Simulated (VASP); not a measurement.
# WC (Fm-3m) in VASP: notebook, part 2 of 2

VASP 6.6.1.

## (3) Single point, PBEsol

This run uses another cell than the first one, of 10.33 Å³/atom.

File INCAR:

```
PREC     = Accurate       # precision mode
ENCUT    = 1300           # plane-wave cutoff, eV
EDIFF    = 1E-6           # SCF threshold, eV
ISMEAR   = 1              # smearing method
SIGMA    = 0.1            # smearing width, eV
LREAL    = F              # projectors in reciprocal space
LASPH    = T              # aspherical terms in the spheres
NELM     = 120            # most SCF steps
ALGO     = Normal         # electronic algorithm
ISIF     = 2              # what is computed and relaxed
LWAVE    = F              # write WAVECAR
LCHARG   = T              # write CHGCAR
GGA      = PS             # functional
LELF     = T              # ELF
LVHAR    = T            
NBANDS   = 16             # bands
GGA_COMPAT= F
```

File KPOINTS:

```
Automatic mesh
0
Gamma
  11 11 11
```

File POSCAR:

```
WC
1.0
    0.0000000000      2.1779635834      2.1779635834
    2.1779635834      0.0000000000      2.1779635834
    2.1779635834      2.1779635834      0.0000000000
W C
1 1
Direct
    0.0000000000      0.0000000000      0.0000000000
    0.5000000000      0.5000000000      0.5000000000
```

Potentials or basis: VASP PAW PBE potentials, release 64 (W_sv, C_h).

On the command line:

```sh
$ cat potpaw_PBE.64/W_sv/POTCAR potpaw_PBE.64/C_h/POTCAR > POTCAR
$ mpirun -np 1 vasp_std > vasp.out
```

OUTCAR:

```text
PREC = Accurate
   ENCUT = 1300
   EDIFF = 1E-6
   ISMEAR = 1
   LREAL = F
   LASPH = T
   NELM = 120
   ISIF = 2
   GGA = PS

 ion  position               nearest neighbor table
   1  0.000  0.000  0.000-   2 2.18   2 2.18   2 2.18   2 2.18   2 2.18   2 2.18
   2  0.500  0.500  0.500-   1 2.18   1 2.18   1 2.18   1 2.18   1 2.18   1 2.18

  LATTYP: Found a face centered cubic cell.
 ALAT       =     4.3559271668

  Lattice vectors:

 A1 = (   0.0000000000,   2.1779635834,   2.1779635834)
 A2 = (   2.1779635834,   0.0000000000,   2.1779635834)
 A3 = (   2.1779635834,   2.1779635834,   0.0000000000)

Analysis of symmetry for initial positions (statically):
=====================================================================
 Subroutine PRICEL returns:
 Original cell was already a primitive cell.

 Routine SETGRP: Setting up the symmetry group for a
 face centered cubic supercell.

 Subroutine GETGRP returns: Found 48 space group operations
 (whereof 48 operations were pure point group operations)
 out of a pool of 48 trial point group operations.

[... 159 lines left out ...]

  energy without entropy =      -22.98994524  energy(sigma->0) =      -22.98960759

 E-fermi :  12.8955     XC(G=0): -13.9930

 val. band max:       12.8905339649   @ k =   0.2727   0.2727   0.0000
 cond. band min:      12.9120566583   @ k =   0.4545   0.0909   0.0000
 fundamental gap:      0.0215226933
 Fermi energy:        12.8954825338

 k-point     1 :       0.0000    0.0000    0.0000
  band No.  band energies     occupation
      1     -62.4659      2.00000
      2     -26.4605      2.00000
      3     -26.4605      2.00000
      4     -26.4605      2.00000
      5      -3.0600      2.00000
      6      10.0560      2.00000
[... 433 lines left out ...]
      3     -26.6046      2.00000
      4     -26.4915      2.00000
      5      -0.8608      2.00000
      6       5.9037      2.00000
[... 8 lines left out ...]
     15      25.7796      0.00000
     16      26.7880      0.00000

 [... further k-points ...]

------------------------ aborting loop because EDIFF is reached ----------------------------------------

  FORCE on cell =-STRESS in cart. coord.  units (eV):
  Direction    XX          YY          ZZ          XY          YZ          ZX
  --------------------------------------------------------------------------------------
  -------------------------------------------------------------------------------------
  Total       -0.2251865     -0.2251865     -0.2251865     -0.0000000      0.0000000     -0.0000000
  in kB      -17.4610815    -17.4610815    -17.4610815     -0.0000000      0.0000000     -0.0000000
  external PRESSURE =     -17.4610815 kB  Pullay stress =       0.0000000 kB

 VOLUME and BASIS-vectors are now :
 -----------------------------------------------------------------------------
  energy-cutoff  :     1300.00
  volume of cell :       20.66
      direct lattice vectors                 reciprocal lattice vectors
     0.000000000  2.177963583  2.177963583    -0.229572250  0.229572250  0.229572250
     2.177963583  0.000000000  2.177963583     0.229572250 -0.229572250  0.229572250
     2.177963583  2.177963583  0.000000000     0.229572250  0.229572250 -0.229572250

 POSITION                                       TOTAL-FORCE (eV/Angst)
 -----------------------------------------------------------------------------------
      0.00000      0.00000      0.00000        -0.000000      0.000000      0.000000
      2.17796      2.17796      2.17796         0.000000     -0.000000     -0.000000
 -----------------------------------------------------------------------------------
    total drift:                               -0.000000      0.000000      0.000000

  FREE ENERGIE OF THE ION-ELECTRON SYSTEM (eV)
  ---------------------------------------------------
  free  energy   TOTEN  =       -22.9894387667 eV

  energy  without entropy=      -22.9899452397  energy(sigma->0) =      -22.98960759
```

stdout:

```text
POSCAR found type information on POSCAR W C
 POSCAR found :  2 types and       2 ions
 scaLAPACK will be used
 -----------------------------------------------------------------------------
|                                                                             |
|                                                                             |
|     You enforced a specific xc type in the INCAR file but a different       |
|     I HOPE YOU KNOW WHAT YOU ARE DOING!                                     |
|                                                                             |
 -----------------------------------------------------------------------------

 LDA part: xc-table for (Slater+PW92), standard interpolation
 POSCAR, INCAR and KPOINTS ok, starting setup
 FFT: planning ... GRIDC
 FFT: planning ... GRID_SOFT
 FFT: planning ... GRID
 WAVECAR not read
 entering main loop
```

Wall time 26 s (1 thread of Intel Xeon 6975P-C (Granite Rapids), shared host); peak memory 0.26 GiB.

Results:

```
Free energy            : -22.9894 eV
Pressure               : -1.7 GPa
Band gap on the k mesh : zero (bands 9 and 10 overlap by 3.17 eV)
```

Levels at points of the mesh, in eV from the Fermi level:
| k point | band 6 | band 7 | band 8 | band 9 | band 10 | band 11 | band 12 | band 13 |
| --- | --- | --- | --- | --- | --- | --- | --- | --- |
| (0.00, 0.00, 0.00) | -2.84 | -2.84 | -2.84 | -1.06 | -1.06 | -1.06 | -0.99 | -0.99 |

Caveat: the PAW data sets were made with another functional, which shifts forces and pressure a little; spin-orbit coupling is left out, which moves the levels of the heavy elements.

## (4) Single point, PBEsol

This run uses another cell than the first one, of 10.65 Å³/atom.

File INCAR:

```
ALGO = Normal
EDIFF = 1E-6
ENCUT = 1300
GGA = PS
GGA_COMPAT = False
ISIF = 2
ISMEAR = 1
LASPH = True
LCHARG = True
LELF = True
LREAL = False
LVHAR = True
LWAVE = False
NBANDS = 16
NELM = 120
PREC = Accurate
SIGMA = 0.1
```

File KPOINTS:

```
k-points
0
Gamma
  11 11 11
```

File POSCAR:

```
WC
1.0
    0.0000000000      2.1999647047      2.1999647047
    2.1999647047      0.0000000000      2.1999647047
    2.1999647047      2.1999647047      0.0000000000
W C
1 1
Direct
    0.0000000000      0.0000000000      0.0000000000
    0.5000000000      0.5000000000      0.5000000000
```

On the command line:

```sh
$ cat potpaw_PBE.64/W_sv/POTCAR potpaw_PBE.64/C_h/POTCAR > POTCAR
$ mpirun -np 1 vasp_std > vasp.out
```

It took 1.7 min on 1 thread of Intel Xeon Platinum 8375C at 2.90GHz (Ice Lake), shared host; peak memory 0.3 GiB.

It converged, with:

* Free energy: -22.9610 eV
* Pressure: -12.5 GPa
* Band gap on the k mesh: zero (bands 9 and 10 overlap by 3.03 eV)

Levels at points of the mesh, in eV from the Fermi level:
```
           k point  band 6  band 7  band 8  band 9  band 10  band 11  band 12  band 13
(0.00, 0.00, 0.00)   -2.72   -2.72   -2.72   -1.00    -1.00    -1.00    -0.96    -0.96
```

Caveat: the cell stands under tension; the PAW data sets were made with another functional, which shifts forces and pressure a little; spin-orbit coupling is left out, which moves the levels of the heavy elements.

## (5) The runs side by side

```csv
cell,gap on the mesh (eV),pressure (GPa)
"a = 3.048 Å, angles 60.0°, 2 atoms",none,11.0
"a = 3.080 Å, angles 60.0°, 2 atoms",none,-1.7
"a = 3.111 Å, angles 60.0°, 2 atoms",none,-12.5
```

Alike in all rows: task single point; level PBEsol; potentials or basis VASP PAW PBE potentials, release 64 (W_sv, C_h); no spin polarisation; k mesh 11 × 11 × 11; cutoff (eV) 1300; smearing methfessel-paxton 0.1 eV.

Caveats: the PAW data sets were made with another functional, which shifts forces and pressure a little; spin-orbit coupling is left out, which moves the levels of the heavy elements; the cell stands under pressure (at least some runs); the cell stands under tension (at least some runs).

Total energies depend on the potentials used, so only differences within one code and one set of settings carry meaning.

The gap in the log of VASP goes by the Fermi energy; the results here count the filled bands.